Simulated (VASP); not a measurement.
# SnSe (I4/mmm) in VASP: a series of runs

SnSe is run at these levels: r2SCAN; tasks: single point.

Program: VASP 6.6.1. These are calculated values, not measurements. Logs are shortened: lines on timing, memory, paths and dates and some standing lists are left out, and cuts for length are marked.

**1. The cell of the first run**

It takes space group I4/mmm (No. 139, tetragonal). The conventional cell has a = 4.377 Å, b = 4.377 Å, c = 5.694 Å, α = 90.00°, β = 90.00°, γ = 90.00°. Sn (site symmetry 4/mmm) has 6 Se at 2.85 to 3.09 Å within 3.8 Å. Within 3.8 Å of Se (site symmetry 4/mmm) lie 6 Sn at 2.85 to 3.09 Å.

**2. Single point, r2SCAN**

POSCAR

```
SnSe
1.0
    0.0000000000      3.0948330053      2.8472463649
    3.0948330053      0.0000000000      2.8472463649
    3.0948330053      3.0948330053      0.0000000000
Sn Se
1 1
Direct
    0.0000000000      0.0000000000      0.0000000000
    0.5000000000      0.5000000000      0.5000000000
```

INCAR.step1

```
SYSTEM = SnSe
ALGO = Normal
EDIFF = 1E-4
ENCUT = 520
GGA = PE
ISMEAR = 0
LASPH = .True.
LCHARG = .False.
LREAL = .False.
LWAVE = .True.
NBANDS = 17
NELM = 100
PREC = Accurate
SIGMA = 0.05
```

INCAR.step2

```
SYSTEM = SnSe
ALGO = Normal
EDIFF = 1E-7
ENCUT = 520
ISIF = 2
ISMEAR = 0
ISTART = 1
LASPH = .True.
LCHARG = .False.
LMIXTAU = .True.
LREAL = .False.
LWAVE = .False.
METAGGA = R2SCAN
NBANDS = 17
NELM = 100
PREC = Accurate
SIGMA = 0.05
```

KPOINTS

```
k-points
0
Gamma
  12 12 12
  0 0 0
```

Potentials or basis: VASP PAW PBE potentials, release 64 (Sn_d, Se).

Command:

```bash
cat potpaw_PBE.64/Sn_d/POTCAR potpaw_PBE.64/Se/POTCAR > POTCAR
cp INCAR.step1 INCAR
mpirun -np 1 vasp_std > vasp.out
cp INCAR.step2 INCAR
mpirun -np 1 vasp_std > vasp.out
```

OUTCAR:

```text
SYSTEM = SnSe
   EDIFF = 1E-7
   ENCUT = 520
   ISIF = 2
   ISMEAR = 0
   ISTART = 1
   LASPH = .True.
   LREAL = .False.
   METAGGA = R2SCAN
   NELM = 100
   PREC = Accurate

 ion  position               nearest neighbor table
   1  0.000  0.000  0.000-   2 2.85   2 2.85   2 3.09   2 3.09   2 3.09   2 3.09
   2  0.500  0.500  0.500-   1 2.85   1 2.85   1 3.09   1 3.09   1 3.09   1 3.09

  LATTYP: Found a body centered tetragonal cell.
 ALAT       =     4.3767548094
 C/A-ratio  =     1.3010764774

  Lattice vectors:

 A1 = (   0.0000000000,  -3.0948330053,  -2.8472463649)
 A2 = (   0.0000000000,   3.0948330053,  -2.8472463649)
 A3 = (   3.0948330053,   0.0000000000,   2.8472463649)

Analysis of symmetry for initial positions (statically):
=====================================================================
 Subroutine PRICEL returns:
 Original cell was already a primitive cell.

 Routine SETGRP: Setting up the symmetry group for a
 body centered tetragonal supercell.

 Subroutine GETGRP returns: Found 16 space group operations
 (whereof 16 operations were pure point group operations)
 out of a pool of 16 trial point group operations.

The static configuration has the point symmetry D_4h.

Analysis of symmetry for dynamics (positions and initial velocities):
=====================================================================
 Subroutine PRICEL returns:
 Original cell was already a primitive cell.

 Routine SETGRP: Setting up the symmetry group for a
 body centered tetragonal supercell.

 Subroutine GETGRP returns: Found 16 space group operations
 (whereof 16 operations were pure point group operations)
 out of a pool of 16 trial point group operations.

The dynamic configuration has the point symmetry D_4h.

 Subroutine INISYM returns: Found 16 space group operations
 (whereof 16 operations are pure point group operations),
 and found     1 'primitive' translations

----------------------------------------------------------------------------------------

                                     Primitive cell

  volume of cell :      54.5418

  direct lattice vectors                    reciprocal lattice vectors
     0.000000000  3.094833005  2.847246365    -0.161559606  0.161559606  0.175608267
     3.094833005  0.000000000  2.847246365     0.161559606 -0.161559606  0.175608267
     3.094833005  3.094833005  0.000000000     0.161559606  0.161559606 -0.175608267

  length of vectors
     4.205330331  4.205330331  4.376754809     0.288168832  0.288168832  0.288168832

  position of ions in fractional coordinates (direct lattice)
     0.000000000  0.000000000  0.000000000
     0.500000000  0.500000000  0.500000000

  ion indices of the primitive-cell ions
   primitive index   ion index
                 1           1
                 2           2

----------------------------------------------------------------------------------------

 KPOINTS: k-points

Automatic generation of k-mesh.
 Grid dimensions read from file:
 generate k-points for:   12   12   12

 Generating k-lattice:

  Cartesian coordinates                     Fractional coordinates (reciprocal lattice)
    -0.013463300  0.013463300  0.014634022     0.083333333  0.000000000  0.000000000
     0.013463300 -0.013463300  0.014634022     0.000000000  0.083333333  0.000000000
     0.013463300  0.013463300 -0.014634022     0.000000000  0.000000000  0.083333333

  Length of vectors
     0.024014069  0.024014069  0.024014069

  Shift w.r.t. Gamma in fractional coordinates (k-lattice)
     0.000000000  0.000000000  0.000000000

 Subroutine IBZKPT returns following result:
 ===========================================

 Found    163 irreducible k-points:

 Following reciprocal coordinates:
            Coordinates               Weight
  0.000000  0.000000  0.000000      1.000000
  0.083333 -0.000000  0.000000      8.000000
  0.166667 -0.000000  0.000000      8.000000
  0.250000  0.000000  0.000000      8.000000
  0.333333  0.000000  0.000000      8.000000
  0.416667 -0.000000  0.000000      8.000000
[... 16 lines left out ...]
  0.500000  0.166667  0.000000      8.000000
 -0.416667  0.166667  0.000000      8.000000
 [... further k-points ...]
   k-points           NKPTS =    163   k-points in BZ     NKDIM =    163   number of bands    NBANDS=     17
   number of dos      NEDOS =    301   number of ions     NIONS =      2
   total plane-waves  NPLWV =  36864
   dimension x,y,z NGX =    32 NGY =   32 NGZ =   36
   dimension x,y,z NGXF=    64 NGYF=   64 NGZF=   72
   ions per type =               1   1
   NGX,Y,Z   is equivalent  to a cutoff of  12.65, 12.65, 13.67 a.u.
   NGXF,Y,Z  is equivalent  to a cutoff of  25.30, 25.30, 27.35 a.u.
 SYSTEM =  SnSe
   PREC   = accura    normal or accurate (medium, high low for compatibility)
   ISTART =      1    job   : 0-new  1-cont  2-samecut
   ICHARG =      0    charge: 1-file 2-atom 10-const
   ISPIN  =      1    spin polarized calculation?
   LNONCOLLINEAR =      F non collinear calculations
   LSORBIT =      F    spin-orbit coupling
   LASPH  =      T    aspherical Exc in radial PAW
   ENCUT  =  520.0 eV  38.22 Ry    6.18 a.u.   7.82  7.82  8.14*2*pi/ulx,y,z
   NELM   =    100;   NELMIN=  2; NELMDL=  0     # of ELM steps
   EDIFF  = 0.1E-06   stopping-criterion for ELM
   LREAL  =      F    real-space projection
   EDIFFG = 0.1E-05   stopping-criterion for IOM
   NSW    =      0    number of steps for IOM
   IBRION =     -1    ionic relax: 0-MD 1-quasi-New 2-CG
   NFREE  =      0    steps in history (QN), initial steepest desc. (CG)
   ISIF   =      2    stress and relaxation
   ISYM   =      2    0-nonsym 1-usesym 2-fastsym
   POTIM  = 0.5000    time-step for ionic-motion
   TEBEG  =    0.0;   TEEND  =   0.0 temperature during run
   PSTRESS=    0.0 pullay stress
   NELECT =      20.0000    total number of electrons
   NUPDOWN=      -1.0000    fix difference up-down
   EMIN   =  10.00;   EMAX   =-10.00  energy-range for DOS
   EFERMI =   0.00;   METHOD = LEGACY
   ISMEAR =     0;   SIGMA  =   0.05  broadening in eV -4-tet -1-fermi 0-gaus
   EFERMI_NEDOS =   21; number of points for ismear=-14 and -15
   IALGO  =     38    algorithm
   IMIX   =      4    mixing-type and parameters
     AMIX     =   0.40;   BMIX     =  1.00
     AMIX_MAG =   1.60;   BMIX_MAG =  1.00
  volume/ion in A,a.u.               =      27.27       184.03
  Fermi-wavevector in a.u.,A,eV,Ry     =   1.171768  2.214321 18.681350  1.373040
  Thomas-Fermi vector in A             =   2.308207
   LORBIT       =      0    0 simple, 1 ext, 2 COOP (PROOUT), +10 PAW based schemes
   METAGGA = R2SCAN    functional components
   LHFCALC =     F    Hartree Fock is set to
   AEXX    =    0.0000 exact exchange contribution
   IVDW    =     0    specifies the selected vdW correction
   LEPSILON=     F    determine dielectric tensor
   LRPA    =     F    only Hartree local field effects (RPA)
 non-spin polarized calculation
 Gauss-broadening in eV      SIGMA  =   0.05
  energy-cutoff  :      520.00
  volume of cell :       54.54
 maximum number of plane-waves:      1494
   NGX = 15   NGY = 15   NGZ = 17

 number of electron      20.0000002 magnetization

 Free energy of the ion-electron system (eV)
  ---------------------------------------------------
  ext. energy  EPLUGINS =         0.00000000
  ---------------------------------------------------
  free energy    TOTEN  =       -39.76530791 eV

  energy without entropy =      -39.76530719  energy(sigma->0) =      -39.76530755

 E-fermi :   5.8776     XC(G=0): -10.1761

 val. band max:        5.7492962554   @ k =  -0.4167   0.0000   0.0833
 cond. band min:       6.0002330200   @ k =  -0.4167   0.0833   0.0000
 fundamental gap:      0.2509367646
 Fermi energy:         5.8775727935

 k-point     1 :       0.0000    0.0000    0.0000
  band No.  band energies     occupation
      1     -16.8527      2.00000
      2     -16.8489      2.00000
      3     -16.8243      2.00000
      4     -16.8240      2.00000
      5     -16.8240      2.00000
      6      -9.0430      2.00000
[... 9 lines left out ...]
     16      12.1943      0.00000
     17      13.4309      0.00000

 k-point     2 :       0.0833   -0.0000    0.0000
  band No.  band energies     occupation
      1     -16.8528      2.00000
      2     -16.8487      2.00000
      3     -16.8249      2.00000
      4     -16.8234      2.00000
      5     -16.8233      2.00000
      6      -8.9917      2.00000
[... 9 lines left out ...]
     16      12.2227      0.00000
     17      13.8989      0.00000

 k-point     3 :       0.1667   -0.0000    0.0000
  band No.  band energies     occupation
      1     -16.8531      2.00000
      2     -16.8482      2.00000
      3     -16.8265      2.00000
      4     -16.8219      2.00000
      5     -16.8212      2.00000
      6      -8.8442      2.00000
[... 9 lines left out ...]
     16      12.5507      0.00000
     17      15.0475      0.00000

 k-point     4 :       0.2500    0.0000    0.0000
  band No.  band energies     occupation
      1     -16.8539      2.00000
      2     -16.8477      2.00000
      3     -16.8287      2.00000
      4     -16.8197      2.00000
      5     -16.8179      2.00000
      6      -8.6221      2.00000
[... 9 lines left out ...]
     16      13.1928      0.00000
     17      16.5533      0.00000
[... 343 lines left out ...]
      1     -16.8508      2.00000
      2     -16.8507      2.00000
      3     -16.8393      2.00000
      4     -16.8129      2.00000
      5     -16.8103      2.00000
      6      -8.0955      2.00000
[... 9 lines left out ...]
     16      16.4334      0.00000
     17      17.0340      0.00000

 k-point    23 :       0.5000    0.1667    0.0000
  band No.  band energies     occupation
      1     -16.8520      2.00000
      2     -16.8501      2.00000
      3     -16.8397      2.00000
      4     -16.8127      2.00000
      5     -16.8092      2.00000
      6      -7.9573      2.00000
[... 9 lines left out ...]
     16      16.4713      0.00000
     17      17.3187      0.00000

 k-point    24 :      -0.4167    0.1667    0.0000
  band No.  band energies     occupation
      1     -16.8532      2.00000
      2     -16.8492      2.00000
      3     -16.8383      2.00000
      4     -16.8138      2.00000
      5     -16.8101      2.00000
      6      -7.9679      2.00000
[... 9 lines left out ...]
     16      15.0828      0.00000
     17      17.9027      0.00000

 [... further k-points ...]

------------------------ aborting loop because EDIFF is reached ----------------------------------------

  FORCE on cell =-STRESS in cart. coord.  units (eV):
  Direction    XX          YY          ZZ          XY          YZ          ZX
  --------------------------------------------------------------------------------------
  -------------------------------------------------------------------------------------
  Total       -0.9951381     -0.9951381      3.0769430      0.0000000      0.0000000     -0.0000000
  in kB      -29.2324002    -29.2324002     90.3858725      0.0000000      0.0000000     -0.0000000
  external PRESSURE =      10.6403574 kB  Pullay stress =       0.0000000 kB

 VOLUME and BASIS-vectors are now :
 -----------------------------------------------------------------------------
  energy-cutoff  :      520.00
  volume of cell :       54.54
      direct lattice vectors                 reciprocal lattice vectors
     0.000000000  3.094833005  2.847246365    -0.161559606  0.161559606  0.175608267
     3.094833005  0.000000000  2.847246365     0.161559606 -0.161559606  0.175608267
     3.094833005  3.094833005  0.000000000     0.161559606  0.161559606 -0.175608267

 POSITION                                       TOTAL-FORCE (eV/Angst)
 -----------------------------------------------------------------------------------
      0.00000      0.00000      0.00000        -0.000000      0.000000      0.000000
      3.09483      3.09483      2.84725         0.000000     -0.000000      0.000000
 -----------------------------------------------------------------------------------
    total drift:                                0.000000     -0.000000     -0.000000

  FREE ENERGIE OF THE ION-ELECTRON SYSTEM (eV)
  ---------------------------------------------------
  free  energy   TOTEN  =       -39.7653079057 eV

  energy  without entropy=      -39.7653071896  energy(sigma->0) =      -39.76530755
```

Run time: 4.1 min. Hardware: 1 thread of Intel Xeon 6975P-C (Granite Rapids), shared host; peak memory 0.3 GiB.

What came out:

- Free energy: -39.7653 eV
- Pressure: 1.1 GPa
- Band gap on the k mesh: 0.25 eV (least direct gap 0.28 eV)

Levels at points of the mesh, in eV from the valence-band top:
```tsv
k point	band 6	band 7	band 8	band 9	band 10	band 11	band 12	band 13	band 14	band 15
(0.00, 0.00, 0.00)	-14.79	-5.24	-3.28	-2.40	-2.40	3.65	3.65	5.84	5.84	5.87
(0.50, 0.00, 0.00)	-13.82	-8.66	-2.49	-2.38	-0.10	0.56	0.87	1.45	8.49	9.90
(0.50, 0.50, 0.00)	-13.32	-6.57	-6.14	-4.28	-4.28	2.88	5.16	5.16	6.95	10.60
(0.50, 0.00, 0.50)	-13.62	-6.23	-5.94	-4.58	-3.59	3.20	4.52	5.74	6.76	10.07
```

Caveat: the PAW data sets were made with another functional, which shifts forces and pressure a little; spin-orbit coupling is left out, which moves the levels of the heavy elements. A k mesh can miss the band edges.

(Part 1 of 2 ends here.)
